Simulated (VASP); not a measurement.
# Nb (Im-3m) in VASP: relaxation of cell and atoms with PBE

Aim: the relaxation of cell and atoms of Nb with PBE.

All numbers are computed with VASP 6.6.1; they aren't measurements. Logs are shortened: lines on timing, memory, paths and dates and some standing lists are left out, and cuts for length are marked.

### 1 The cell of the first run

The structure is cubic, space group Im-3m (No. 229). Conventional cell: a = 3.312 Å, b = 3.312 Å, c = 3.312 Å, α = 90.00°, β = 90.00°, γ = 90.00°. Nb (site symmetry m-3m) has 14 Nb at 2.87 to 3.31 Å within 3.8 Å.

### 2 Relaxation of cell and atoms, PBE

INCAR

```
SYSTEM = Nb
ALGO = Normal
EDIFF = 1E-6
EDIFFG = -0.001
ENCUT = 600
GGA = PE
IBRION = 2
ISIF = 3
ISMEAR = -1
LASPH = .TRUE.
LCHARG = .FALSE.
LREAL = .FALSE.
LWAVE = .FALSE.
NELM = 100
NSW = 80
PREC = Accurate
SIGMA = 0.15
```

KPOINTS

```
k-points
0
G
  16 16 16
  0 0 0
```

POSCAR

```
Nb
1.0
   -1.6559847270      1.6559847270      1.6559847270
    1.6559847270     -1.6559847270      1.6559847270
    1.6559847270      1.6559847270     -1.6559847270
Nb
1
Direct
    0.0000000000      0.0000000000      0.0000000000
```

Potentials or basis: VASP PAW PBE potentials, release 64 (Nb_sv).

Command:

```bash
cat potpaw_PBE.64/Nb_sv/POTCAR > POTCAR
mpirun -np 1 vasp_std > vasp.out
```

OUTCAR:

```text
SYSTEM = Nb
   EDIFF = 1E-6
   EDIFFG = -0.001
   ENCUT = 600
   GGA = PE
   IBRION = 2
   ISIF = 3
   ISMEAR = -1
   LASPH = .TRUE.
   LREAL = .FALSE.
   NELM = 100
   NSW = 80
   PREC = Accurate

 ion  position               nearest neighbor table
   1  0.000  0.000  0.000-

  LATTYP: Found a body centered cubic cell.
 ALAT       =     3.3119694540

  Lattice vectors:

 A1 = (  -1.6559847270,   1.6559847270,   1.6559847270)
 A2 = (   1.6559847270,  -1.6559847270,   1.6559847270)
 A3 = (   1.6559847270,   1.6559847270,  -1.6559847270)

Analysis of symmetry for initial positions (statically):
=====================================================================
 Subroutine PRICEL returns:
 Original cell was already a primitive cell.

 Routine SETGRP: Setting up the symmetry group for a
 body centered cubic supercell.

 Subroutine GETGRP returns: Found 48 space group operations
 (whereof 48 operations were pure point group operations)
 out of a pool of 48 trial point group operations.

The static configuration has the point symmetry O_h .

Analysis of symmetry for dynamics (positions and initial velocities):
=====================================================================
 Subroutine PRICEL returns:
 Original cell was already a primitive cell.

 Routine SETGRP: Setting up the symmetry group for a
 body centered cubic supercell.

 Subroutine GETGRP returns: Found 48 space group operations
 (whereof 48 operations were pure point group operations)
 out of a pool of 48 trial point group operations.

The dynamic configuration has the point symmetry O_h .

 Subroutine INISYM returns: Found 48 space group operations
 (whereof 48 operations are pure point group operations),
 and found     1 'primitive' translations

----------------------------------------------------------------------------------------

                                     Primitive cell

  volume of cell :      18.1647

  direct lattice vectors                    reciprocal lattice vectors
    -1.655984727  1.655984727  1.655984727     0.000000000  0.301935152  0.301935152
     1.655984727 -1.655984727  1.655984727     0.301935152  0.000000000  0.301935152
     1.655984727  1.655984727 -1.655984727     0.301935152  0.301935152  0.000000000

  length of vectors
[... 108 lines left out ...]
   IVDW    =     0    specifies the selected vdW correction
   LEPSILON=     F    determine dielectric tensor
   LRPA    =     F    only Hartree local field effects (RPA)
 conjugate gradient relaxation of ions
 non-spin polarized calculation
  energy-cutoff  :      600.00
  volume of cell :       18.16
 maximum number of plane-waves:       622
   NGX = 11   NGY = 11   NGZ = 11

--------------------------------------- Ionic step        1  -------------------------------------------

 number of electron      13.0000000 magnetization

 Free energy of the ion-electron system (eV)
  ---------------------------------------------------
  ext. energy  EPLUGINS =         0.00000000
  ---------------------------------------------------
  free energy    TOTEN  =       -10.27068232 eV

  energy without entropy =      -10.16829504  energy(sigma->0) =      -10.21948868

------------------------ aborting loop because EDIFF is reached ----------------------------------------

  FORCE on cell =-STRESS in cart. coord.  units (eV):
  Direction    XX          YY          ZZ          XY          YZ          ZX
  --------------------------------------------------------------------------------------
  -------------------------------------------------------------------------------------
  Total       -0.0193734     -0.0193734     -0.0193734     -0.0000000      0.0000000      0.0000000
  in kB       -1.7087889     -1.7087889     -1.7087889     -0.0000000      0.0000000      0.0000000
  external PRESSURE =      -1.7087889 kB  Pullay stress =       0.0000000 kB
[... 86 lines left out ...]
  FREE ENERGIE OF THE ION-ELECTRON SYSTEM (eV)
  ---------------------------------------------------
  free  energy   TOTEN  =       -10.2706926975 eV

  energy  without entropy=      -10.1684377592  energy(sigma->0) =      -10.21956523

[... ionic steps 4 to 8 ...]

--------------------------------------- Ionic step        9  -------------------------------------------

 number of electron      13.0000000 magnetization

------------------------ aborting loop because EDIFF is reached ----------------------------------------
[... 65 lines left out ...]
--------------------------------------- Ionic step       11  -------------------------------------------

 number of electron      13.0000000 magnetization

 Free energy of the ion-electron system (eV)
  ---------------------------------------------------
  ext. energy  EPLUGINS =         0.00000000
  ---------------------------------------------------
  free energy    TOTEN  =       -10.27069099 eV

  energy without entropy =      -10.16847896  energy(sigma->0) =      -10.21958497

 E-fermi :  11.1208     XC(G=0): -12.4627

 val. band max:       11.1184054641   @ k =   0.3125   0.1875   0.0000
 cond. band min:      11.1462820696   @ k =  -0.2500   0.3750   0.1250
 fundamental gap:      0.0278766055
 Fermi energy:        11.1207566374

 k-point     1 :       0.0000    0.0000    0.0000
  band No.  band energies     occupation
      1     -43.2890      2.00000
      2     -18.6021      2.00000
      3     -18.6021      2.00000
      4     -18.6021      2.00000
      5       5.1473      2.00000
      6      11.4529      0.19695
      7      11.4529      0.19695
      8      11.4529      0.19695
      9      14.3389      0.00000
     10      14.3389      0.00000
[... 287 lines left out ...]
 k-point    24 :       0.2500    0.1875   -0.0000
  band No.  band energies     occupation
      1     -43.0784      2.00000
      2     -19.6437      2.00000
      3     -19.0317      2.00000
      4     -18.7171      2.00000
      5       8.3700      2.00000
      6       9.8113      1.99968
      7      10.6532      1.91519
      8      13.7725      0.00000
      9      15.0972      0.00000
     10      16.9498      0.00000

 [... further k-points ...]

------------------------ aborting loop because EDIFF is reached ----------------------------------------

  FORCE on cell =-STRESS in cart. coord.  units (eV):
  Direction    XX          YY          ZZ          XY          YZ          ZX
  --------------------------------------------------------------------------------------
  -------------------------------------------------------------------------------------
  Total       -0.0005281     -0.0005281     -0.0005281      0.0000000     -0.0000000      0.0000000
  in kB       -0.0466456     -0.0466456     -0.0466456      0.0000000     -0.0000000      0.0000000
  external PRESSURE =      -0.0466456 kB  Pullay stress =       0.0000000 kB
[... 16 lines left out ...]
  FREE ENERGIE OF THE ION-ELECTRON SYSTEM (eV)
  ---------------------------------------------------
  free  energy   TOTEN  =       -10.2706909874 eV

  energy  without entropy=      -10.1684789604  energy(sigma->0) =      -10.21958497

 reached required accuracy - stopping structural energy minimisation
```

OSZICAR:

```text
N       E                     dE             d eps       ncg     rms          rms(c)
DAV:   1     0.130049290112E+03    0.13005E+03   -0.80133E+03  2900   0.144E+03
DAV:   2    -0.466171756054E+01   -0.13471E+03   -0.13165E+03  3112   0.471E+02
DAV:   3    -0.103574527824E+02   -0.56957E+01   -0.54219E+01  4320   0.840E+01
[... 57 lines left out ...]
DAV:   3    -0.102706893469E+02    0.15878E-05   -0.14598E-05  4386   0.430E-02    0.593E-03
DAV:   4    -0.102706902764E+02   -0.92956E-06   -0.36283E-07  1590   0.741E-03
  10 F= -.10270690E+02 E0= -.10219580E+02  d E =0.141453E-05
       N       E                     dE             d eps       ncg     rms          rms(c)
DAV:   1    -0.102706914237E+02   -0.20768E-05   -0.13795E-05  2978   0.622E-02    0.429E-03
DAV:   2    -0.102706909874E+02    0.43626E-06   -0.77068E-07  1474   0.157E-02
  11 F= -.10270691E+02 E0= -.10219585E+02  d E =0.703541E-06
```

CONTCAR:

```text
Nb
   1.00000000000000
    -1.6552296458609383    1.6552296458609383    1.6552296458609383
     1.6552296458609383   -1.6552296458609383    1.6552296458609383
     1.6552296458609383    1.6552296458609383   -1.6552296458609383
  Nb
     1
Direct
     0.0000000000000000    0.0000000000000000    0.0000000000000000

  0.00000000E+00  0.00000000E+00  0.00000000E+00
```

Wall time 73 s (1 thread of Intel Xeon 6975P-C (Granite Rapids), shared host); peak memory 0.16 GiB.

What came out:

| Property | Result |
| --- | --- |
| Free energy | -10.2707 eV |
| Relaxed volume | 18.14 Å³/atom |
| Relaxed cell | a = 2.867 Å, b = 2.867 Å, c = 2.867 Å, α = 109.47°, β = 109.47°, γ = 109.47° |
| Space group after relaxing (to 0.05 Å) | Im-3m (No. 229) |
| Energy gained by relaxing | 0.0 meV/atom |
| Ionic steps | 11 |
| Pressure after relaxing | 0.0 GPa |

Final structure:
```
Nb
1.0
    -1.65523    1.65523    1.65523
     1.65523   -1.65523    1.65523
     1.65523    1.65523   -1.65523
Nb
1
Direct
  0.00000 0.00000 0.00000
```
